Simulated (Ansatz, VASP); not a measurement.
Given: the input of a run of VASP 6.6.1 on KPt.

INCAR

```
SYSTEM = KPt
PREC = Accurate
ENCUT = 520
EDIFF = 1E-7
ISMEAR = 0
SIGMA = 0.02
LREAL = .False.
LASPH = .True.
NELM = 80
ALGO = Normal
ISIF = 2
LWAVE = .False.
LCHARG = .False.
GGA = PS
NBANDS = 16
```

KPOINTS

```
regular mesh
0
Gamma
  10 10 5
  0 0 0
```

The input POSCAR:

```
KPt
1.0
    3.0008472788      0.0000000000      0.0000000000
   -1.5004236394      2.5988099763      0.0000000000
    0.0000000000      0.0000000000      5.3455780000
Pt K
1 1
Direct
    0.6666666667      0.3333333333      0.0000000000
    0.0000000000      0.0000000000      0.5000000000
```

Potentials or basis: VASP PAW PBE potentials, release 64 (Pt, K_sv).

Run with:

```bash
$ cat potpaw_PBE.64/Pt/POTCAR potpaw_PBE.64/K_sv/POTCAR > POTCAR
$ mpirun -np 1 vasp_std > vasp.out
```

Task: Set up the same calculation for Ansatz 0.2.0. Potentials there: all-electron LAPW, scalar-relativistic.

Result: As run (the cutoff follows the program's own potentials):

input.yaml

```yaml
crystal:
  lattice:
    - [3.0008472788, 0.0, 0.0]
    - [-1.5004236394, 2.5988099763, 0.0]
    - [0.0, 0.0, 5.345578]
  atoms:
    - { symbol: Pt, position: [0.6666666667, 0.3333333333, 0.0] }
    - { symbol: K, position: [0.0, 0.0, 0.5] }
kpoints:
  mp_grid: { grid: [10, 10, 5] }
scf:
  occupations: { method: gaussian, width: 0.02 }
hamiltonian:
  xc: pbesol
  pseudopotentials: { kind: all_electron, lapw: { basis_error: 0.001 } }
output:
  forces: true
  stress: true
  eigenvalues: true
```

Potentials or basis: all-electron LAPW, scalar-relativistic.

Run with:

```bash
$ ansatz run input.yaml --threads 1 --pin off --max-ram 3072MiB --backend cpu --events-out ev --progress --plain --runs-dir out
```

Both were run:

|  | VASP | Ansatz | Ansatz less VASP |
| --- | --- | --- | --- |
| gap on the k mesh at the Fermi level (eV) | none | none | - |
| pressure (GPa) | -3.9 | -4.1 | -0.17 |
| traceless stress, the component that is largest in VASP (GPa) | 1.36 | 1.34 | -0.013 |

VASP's potentials were made for PBE, not for PBEsol. A gap of «none» marks a metal or a gap that the smearing closes. Ansatz ran all-electron here, and VASP with PAW potentials.

Spin-orbit coupling is off throughout.
